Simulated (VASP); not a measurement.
# MoS2 (P6_3/mmc) in VASP: electric field gradients with PBE

Aim: the electric field gradients of MoS2 with PBE.

Program: VASP 6.6.1. These are calculated values, not measurements. Logs are shortened: lines on timing, memory, paths and dates and some standing lists are left out, and cuts for length are marked.

**1. The cell of the first run**

It takes space group P6_3/mmc (No. 194, hexagonal). Conventional cell: a = 3.140 Å, b = 3.140 Å, c = 12.530 Å, α = 90.00°, β = 90.00°, γ = 120.00°. Within 3.2 Å of Mo (site symmetry -6m2) lie 6 S at 2.40 Å and 6 Mo at 3.14 Å. Within 3.2 Å of S (site symmetry 3m) lie 3 Mo at 2.40 Å and 7 S at 3.13 to 3.14 Å.

**2. Electric field gradients, PBE, collinear spin**

Input file INCAR:

```
ALGO = Normal
EDIFF = 1E-8
ENCUT = 400
GGA = PE
GGA_COMPAT = False
ISIF = 2
ISMEAR = -1
ISPIN = 2
LASPH = True
LCHARG = False
LEFG = True
LMAXMIX = 4
LORBIT = 11
LREAL = False
LWAVE = False
MAGMOM = 2 2 0 0 0 0
NBANDS = 39
NELM = 200
PREC = Accurate
SIGMA = 0.02
```

Input file KPOINTS:

```
k-points
0
Gamma
  16 16 4
```

Input file POSCAR:

```
MoS2
1.0
    3.1400000000      0.0000000000      0.0000000000
   -1.5700000000      2.7193197679      0.0000000000
    0.0000000000      0.0000000000     12.5300000000
Mo S
2 4
Direct
    0.3333333333      0.6666666667      0.2500000000
    0.6666666667      0.3333333333      0.7500000000
    0.3333333333      0.6666666667      0.6250000000
    0.6666666667      0.3333333333      0.1250000000
    0.3333333333      0.6666666667      0.8750000000
    0.6666666667      0.3333333333      0.3750000000
```

Potentials or basis: VASP PAW PBE potentials, release 64 (Mo_sv, S).

The run is started by

```sh
$ cat potpaw_PBE.64/Mo_sv/POTCAR potpaw_PBE.64/S/POTCAR > POTCAR
$ mpirun -np 1 vasp_std > vasp.out
```

OUTCAR:

```text
EDIFF = 1E-8
   ENCUT = 400
   GGA = PE
   ISIF = 2
   ISMEAR = -1
   ISPIN = 2
   LASPH = True
   LORBIT = 11
   LREAL = False
   NELM = 200
   PREC = Accurate

 ion  position               nearest neighbor table
   1  0.333  0.667  0.250-   4 2.40   6 2.40   4 2.40   6 2.40   4 2.40   6 2.40
   2  0.667  0.333  0.750-   3 2.40   5 2.40   3 2.40   5 2.40   3 2.40   5 2.40
   3  0.333  0.667  0.625-   2 2.40   2 2.40   2 2.40
   4  0.667  0.333  0.125-   1 2.40   1 2.40   1 2.40
   5  0.333  0.667  0.875-   2 2.40   2 2.40   2 2.40
   6  0.667  0.333  0.375-   1 2.40   1 2.40   1 2.40

  LATTYP: Found a hexagonal cell.
 ALAT       =     3.1400000000
 C/A-ratio  =     3.9904458599

  Lattice vectors:

 A1 = (   3.1400000000,   0.0000000000,   0.0000000000)
 A2 = (  -1.5700000000,   2.7193197679,   0.0000000000)
 A3 = (   0.0000000000,   0.0000000000,  12.5300000000)

Analysis of symmetry for initial positions (statically):
=====================================================================
 Subroutine PRICEL returns:
 Original cell was already a primitive cell.

 Routine SETGRP: Setting up the symmetry group for a
 hexagonal supercell.

 Subroutine GETGRP returns: Found 24 space group operations
 (whereof 12 operations were pure point group operations)
 out of a pool of 24 trial point group operations.

The static configuration has the point symmetry D_3d.
 The point group associated with its full space group is D_6h.

Analysis of symmetry for dynamics (positions and initial velocities):
=====================================================================
 Subroutine PRICEL returns:
 Original cell was already a primitive cell.

 Routine SETGRP: Setting up the symmetry group for a
 hexagonal supercell.

 Subroutine GETGRP returns: Found 24 space group operations
 (whereof 12 operations were pure point group operations)
 out of a pool of 24 trial point group operations.

The dynamic configuration has the point symmetry D_3d.
 The point group associated with its full space group is D_6h.

Analysis of structural, dynamic, and magnetic symmetry:
=====================================================================
 Subroutine PRICEL returns:
 Original cell was already a primitive cell.

 Routine SETGRP: Setting up the symmetry group for a
 hexagonal supercell.

 Subroutine GETGRP returns: Found 24 space group operations
 (whereof 12 operations were pure point group operations)
 out of a pool of 24 trial point group operations.

The overall configuration has the point symmetry D_3d.
 The point group associated with its full space group is D_6h.

 Subroutine INISYM returns: Found 24 space group operations
 (whereof 12 operations are pure point group operations),
 and found     1 'primitive' translations

----------------------------------------------------------------------------------------

                                     Primitive cell

  volume of cell :     106.9895

  direct lattice vectors                    reciprocal lattice vectors
     3.140000000  0.000000000  0.000000000     0.318471338  0.183869512  0.000000000
    -1.570000000  2.719319768  0.000000000     0.000000000  0.367739025  0.000000000
     0.000000000  0.000000000 12.530000000     0.000000000  0.000000000  0.079808460

  length of vectors
     3.140000000  3.140000000 12.530000000     0.367739025  0.367739025  0.079808460

  position of ions in fractional coordinates (direct lattice)
     0.333333333  0.666666667  0.250000000
     0.666666667  0.333333333  0.750000000
     0.333333333  0.666666667  0.625000000
     0.666666667  0.333333333  0.125000000
[... 105 lines left out ...]
  Fermi-wavevector in a.u.,A,eV,Ry     =   1.287149  2.432360 22.541500  1.656753
  Thomas-Fermi vector in A             =   2.419181
   LORBIT       =     11    0 simple, 1 ext, 2 COOP (PROOUT), +10 PAW based schemes
   GGA     = PE    functional components
   LHFCALC =     F    Hartree Fock is set to
   AEXX    =    0.0000 exact exchange contribution
   IVDW    =     0    specifies the selected vdW correction
   LEPSILON=     F    determine dielectric tensor
   LRPA    =     F    only Hartree local field effects (RPA)
 spin polarized calculation
  energy-cutoff  :      400.00
  volume of cell :      106.99
 maximum number of plane-waves:      1965
   NGX = 11   NGY = 11   NGZ = 41

 number of electron      52.0000014 magnetization       0.0000825

 number of electron      52.0000014 magnetization      -0.0000099

 Free energy of the ion-electron system (eV)
  ---------------------------------------------------
  ext. energy  EPLUGINS =         0.00000000
  ---------------------------------------------------
  free energy    TOTEN  =       -43.59527083 eV

  energy without entropy =      -43.59527083  energy(sigma->0) =      -43.59527083

 E-fermi :   7.8687     XC(G=0): -10.7894

 val. band max:        7.3918632213   @ k =   0.0000   0.0000   0.0000
 cond. band min:       8.4032943621   @ k =   0.1875   0.1875   0.0000
 fundamental gap:      1.0114311408
 Fermi energy:         7.8687168157

 spin component 1

 k-point     1 :       0.0000    0.0000    0.0000
  band No.  band energies     occupation
      1     -53.9730      1.00000
      2     -53.9730      1.00000
      3     -28.1478      1.00000
      4     -28.1476      1.00000
      5     -27.8930      1.00000
      6     -27.8930      1.00000
[... 973 lines left out ...]
     37      15.4335      0.00000
     38      15.8957      0.00000

 [... further k-points ...]

 spin component 2

 k-point     1 :       0.0000    0.0000    0.0000
  band No.  band energies     occupation
      1     -53.9731      1.00000
      2     -53.9731      1.00000
      3     -28.1478      1.00000
      4     -28.1476      1.00000
      5     -27.8930      1.00000
      6     -27.8930      1.00000
[... 973 lines left out ...]
     37      15.4335      0.00000
     38      15.8957      0.00000

 [... further k-points ...]

 [bands above 38 left out]

------------------------ aborting loop because EDIFF is reached ----------------------------------------

  FORCE on cell =-STRESS in cart. coord.  units (eV):
  Direction    XX          YY          ZZ          XY          YZ          ZX
  --------------------------------------------------------------------------------------
  -------------------------------------------------------------------------------------
  Total        3.0084513      3.0084513      2.0011800      0.0000000      0.0000000     -0.0000000
  in kB       45.0518431     45.0518431     29.9678609      0.0000000      0.0000000     -0.0000000
  external PRESSURE =      40.0238491 kB  Pullay stress =       0.0000000 kB

 VOLUME and BASIS-vectors are now :
 -----------------------------------------------------------------------------
  energy-cutoff  :      400.00
  volume of cell :      106.99
      direct lattice vectors                 reciprocal lattice vectors
     3.140000000  0.000000000  0.000000000     0.318471338  0.183869512  0.000000000
    -1.570000000  2.719319768  0.000000000     0.000000000  0.367739025  0.000000000
     0.000000000  0.000000000 12.530000000     0.000000000  0.000000000  0.079808460

 POSITION                                       TOTAL-FORCE (eV/Angst)
 -----------------------------------------------------------------------------------
     -0.00000      1.81288      3.13250        -0.000000      0.000000      0.000000
      1.57000      0.90644      9.39750         0.000000     -0.000000      0.000000
     -0.00000      1.81288      7.83125         0.000000      0.000000     -0.121862
      1.57000      0.90644      1.56625        -0.000000      0.000000     -0.121862
     -0.00000      1.81288     10.96375        -0.000000     -0.000000      0.121862
      1.57000      0.90644      4.69875        -0.000000     -0.000000      0.121862
 -----------------------------------------------------------------------------------
    total drift:                               -0.000000      0.000000     -0.000000

  FREE ENERGIE OF THE ION-ELECTRON SYSTEM (eV)
  ---------------------------------------------------
  free  energy   TOTEN  =       -43.5952708344 eV

  energy  without entropy=      -43.5952708344  energy(sigma->0) =      -43.59527083

 Electric field gradients (V/A^2)
---------------------------------------------------------------------
 ion       V_xx      V_yy      V_zz      V_xy      V_xz      V_yz
---------------------------------------------------------------------
   1      38.583    38.584   -77.167     0.001    -0.000    -0.000
   2      38.583    38.584   -77.167     0.001    -0.000    -0.000
   3      26.183    26.182   -52.365    -0.001    -0.000     0.000
   4      26.183    26.182   -52.365    -0.001     0.000    -0.000
   5      26.183    26.182   -52.365    -0.001     0.000    -0.000
   6      26.183    26.182   -52.365    -0.001    -0.000     0.000
---------------------------------------------------------------------

 Electric field gradients after diagonalization (V/A^2)
 (convention: |V_zz| > |V_xx| > |V_yy|)
----------------------------------------------------------------------
 ion       V_xx      V_yy      V_zz     asymmetry (V_yy - V_xx)/ V_zz
----------------------------------------------------------------------
   1      38.585    38.582   -77.167       0.000
   2      38.585    38.582   -77.167       0.000
   3      26.183    26.182   -52.365       0.000
   4      26.183    26.182   -52.365       0.000
   5      26.183    26.182   -52.365       0.000
   6      26.183    26.182   -52.365       0.000
----------------------------------------------------------------------

           NMR quadrupolar parameters

 Cq : quadrupolar parameter    Cq=e*Q*V_zz/h
 eta: asymmetry parameters     (V_yy - V_xx)/ V_zz
 Q  : nuclear electric quadrupole moment in mb (millibarn)
----------------------------------------------------------------------
 ion       Cq(MHz)       eta       Q (mb)
----------------------------------------------------------------------
   1      -0.187       0.000       1.000
   2      -0.187       0.000       1.000
   3      -0.127       0.000       1.000
   4      -0.127       0.000       1.000
   5      -0.127       0.000       1.000
   6      -0.127       0.000       1.000
----------------------------------------------------------------------

 total charge

# of ion       s       p       d       tot
------------------------------------------
    1        2.296   6.229   3.973  12.497
    2        2.296   6.229   3.973  12.497
    3        1.365   2.345   0.000   3.710
    4        1.365   2.345   0.000   3.710
    5        1.365   2.345   0.000   3.710
    6        1.365   2.345   0.000   3.710
--------------------------------------------------
tot         10.052  21.837   7.945  39.835

 magnetization (x)

# of ion       s       p       d       tot
------------------------------------------
    1       -0.000  -0.000  -0.000  -0.000
    2       -0.000  -0.000  -0.000  -0.000
    3       -0.000   0.000   0.000   0.000
    4       -0.000   0.000   0.000   0.000
    5       -0.000   0.000   0.000   0.000
    6       -0.000   0.000   0.000   0.000
--------------------------------------------------
tot         -0.000   0.000  -0.000  -0.000
```

Run time: 4.1 min. Hardware: 1 thread of AMD EPYC 9R45 (Zen 5), shared host; peak memory 0.41 GiB.

What came out:

```yaml
Free_energy: -43.5953 eV
Pressure: 4.0 GPa
Largest_force: 0.122 eV/Å
Band_gap_on_the_k_mesh: 1.01 eV (least direct gap 1.84 eV)
Net_moment: 0.00 μB per cell
Largest_electric_field_gradient_by_atom: Mo -77.2; S -52.4 V/Å²
Valence_electrons_inside_the_program's_atomic_spheres: Mo 12.50; S 3.71
```

Forces on the atoms (eV/Å):
```
Mo   0.000  0.000  0.000
Mo   0.000  0.000  0.000
S    0.000  0.000 -0.122
S    0.000  0.000 -0.122
S    0.000  0.000  0.122
S    0.000  0.000  0.122
```

Levels at points of the mesh, in eV from the valence-band top:
Spin up:
```csv
k point,band 24,band 25,band 26,band 27,band 28,band 29
"(0.00, 0.00, 0.00)",-1.29,-1.11,0.00,2.30,2.30,2.32
"(0.50, 0.00, 0.00)",-1.38,-1.28,-1.20,1.83,1.86,2.21
"(0.00, 0.00, 0.50)",-2.00,-0.29,-0.29,2.30,2.30,2.30
"(0.50, 0.00, 0.50)",-1.46,-1.24,-1.24,1.84,1.84,2.35
```
Spin down:
```tsv
k point	band 22	band 23	band 24	band 25	band 26	band 27	band 28	band 29	band 30	band 31
(0.00, 0.00, 0.00)	-1.98	-1.98	-1.29	-1.11	0.00	2.30	2.30	2.32	2.32	2.48
(0.50, 0.00, 0.00)	-2.46	-1.54	-1.38	-1.28	-1.20	1.83	1.86	2.21	2.47	3.05
(0.00, 0.00, 0.50)	-2.00	-2.00	-2.00	-0.29	-0.29	2.30	2.30	2.30	2.30	2.55
(0.50, 0.00, 0.50)	-2.58	-1.46	-1.46	-1.24	-1.24	1.84	1.84	2.35	2.35	3.39
```

Electric field gradients, principal values (V/Å²):
| atom | least | middle | greatest (by size) |
| --- | --- | --- | --- |
| 1 Mo | 38.582 | 38.585 | -77.167 |
| 2 Mo | 38.582 | 38.585 | -77.167 |
| 3 S | 26.182 | 26.183 | -52.365 |
| 4 S | 26.182 | 26.183 | -52.365 |
| 5 S | 26.182 | 26.183 | -52.365 |
| 6 S | 26.182 | 26.183 | -52.365 |

Caveat: the cell stands under pressure; without QUAD_EFG the Cq values of the log hold for a quadrupole moment of 1 mb, not for the nuclei; this functional lacks dispersion, which binds layers or chains, so the pressure and a relaxed spacing across them are unreliable. A k mesh can miss the band edges.
